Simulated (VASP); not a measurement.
Write the native input for VASP 6.6.1 that does the following.

| Item | Value |
| --- | --- |
| Task | single point |
| Functional | LDA |
| Potentials or basis | VASP PAW LDA potentials, release 64 (Rb_sv, Bi_d) |
| Cutoff | 520 eV |
| k mesh | 4 × 4 × 4 |
| Occupations | methfessel-paxton, width 0.05 eV |
| Spin | no spin polarisation |
| Dipole correction | no |
| Further INCAR settings | ALGO = Normal; EDIFF = 1e-07; NBANDS = 48 |

The structure of RbBi2 lies in POSCAR:

```
RbBi2
1.0
    0.0000000000      4.8013940000      4.8013940000
    4.8013940000      0.0000000000      4.8013940000
    4.8013940000      4.8013940000      0.0000000000
Rb Bi
2 4
Direct
    0.5000000000      0.5000000000      0.5000000000
    0.7500000000      0.7500000000      0.7500000000
    0.6250000000      0.1250000000      0.1250000000
    0.1250000000      0.1250000000      0.1250000000
    0.1250000000      0.1250000000      0.6250000000
    0.1250000000      0.6250000000      0.1250000000
```

These files were run (other wordings do the same):

INCAR

```
ALGO     = Normal         # electronic algorithm
EDIFF    = 1E-7           # SCF threshold, eV
ENCUT    = 520            # plane-wave cutoff, eV
GGA      = CA             # functional
ISIF     = 2              # what is computed and relaxed
ISMEAR   = 1              # smearing method
LASPH    = True           # aspherical terms in the spheres
LCHARG   = False          # write CHGCAR
LREAL    = False          # projectors in reciprocal space
LWAVE    = False          # write WAVECAR
NBANDS   = 48             # bands
NELM     = 80             # most SCF steps
PREC     = Accurate       # precision mode
SIGMA    = 0.05           # smearing width, eV
```

KPOINTS

```
k-points
0
Gamma
  4 4 4
```

Potentials or basis: VASP PAW LDA potentials, release 64 (Rb_sv, Bi_d).

Command:

```bash
$ cat potpaw_LDA.64/Rb_sv/POTCAR potpaw_LDA.64/Bi_d/POTCAR > POTCAR
$ mpirun -np 1 vasp_std > vasp.out
```

Results of the run:

```yaml
Pressure: -1.7 GPa
Band_gap_on_the_k_mesh: zero (band 39 reaches 5.77 eV, above the bottom of band 40 at 3.88 eV)
```

Caveat: spin-orbit coupling is left out, which moves the levels of the heavy elements.

Run time: 2.6 min on 1 thread of AMD EPYC 7R43 64-Core Processor (Zen 3), with other jobs on the host, peak memory 0.29 GiB.
